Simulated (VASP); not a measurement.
Wanted: the native input for a VASP 6.6.1 run.

- Task: single point
- Functional: PBE
- Potentials or basis: VASP PAW PBE potentials, release 64 (Cs_sv, Ta_sv_GW)
- Cutoff: 500 eV
- k mesh: 8 × 8 × 8
- Occupations: gaussian, width 0.1 eV
- Spin: no spin polarisation
- Dipole correction: no
- Further INCAR settings: ALGO = Normal; EDIFF = 1e-06; NBANDS = 38

The structure of CsTa4 lies in POSCAR:

```
CsTa4
1.0
    4.9214474007      0.0000000000      0.0000000000
    0.0000000000      4.9214474007      0.0000000000
    0.0000000000      0.0000000000      4.9214474007
Cs Ta
1 4
Direct
    0.5000000000      0.5000000000      0.5000000000
    0.0000000000      0.0000000000      0.0000000000
    0.5000000000      0.5000000000      0.0000000000
    0.5000000000      0.0000000000      0.5000000000
    0.0000000000      0.5000000000      0.5000000000
```

The cell was built from a structure type or drawn by symmetry, and may not be a known phase.

These files were run (other wordings do the same):

INCAR

```
SYSTEM = CsTa4
  ALGO = Normal
  EDIFF = 1E-6
  ENCUT = 500
  GGA = PE
  GGA_COMPAT = .FALSE.
  ISIF = 2
  ISMEAR = 0
  LASPH = .TRUE.
  LCHARG = .FALSE.
  LREAL = .FALSE.
  LWAVE = .FALSE.
  NBANDS = 38
  NELM = 120
  PREC = Accurate
  SIGMA = 0.1
```

KPOINTS

```
k-points
0
G
  8 8 8
  0 0 0
```

Potentials or basis: VASP PAW PBE potentials, release 64 (Cs_sv, Ta_sv_GW).

Command:

```bash
$ cat potpaw_PBE.64/Cs_sv/POTCAR potpaw_PBE.64/Ta_sv_GW/POTCAR > POTCAR
$ mpirun -np 1 vasp_std > vasp.out
```

Results of the run:

| Property | Result |
| --- | --- |
| Pressure | 2.4 GPa |
| Band gap on the k mesh | zero (an odd number of electrons rules out a gap without spin polarisation) |

Caveat: spin-orbit coupling is left out, which moves the levels of the heavy elements.

Run time: 2.3 min on 1 thread of Intel(R) Xeon(R) Platinum 8375C CPU @ 2.90GHz (Ice Lake) (shared host), peak memory 0.28 GiB.
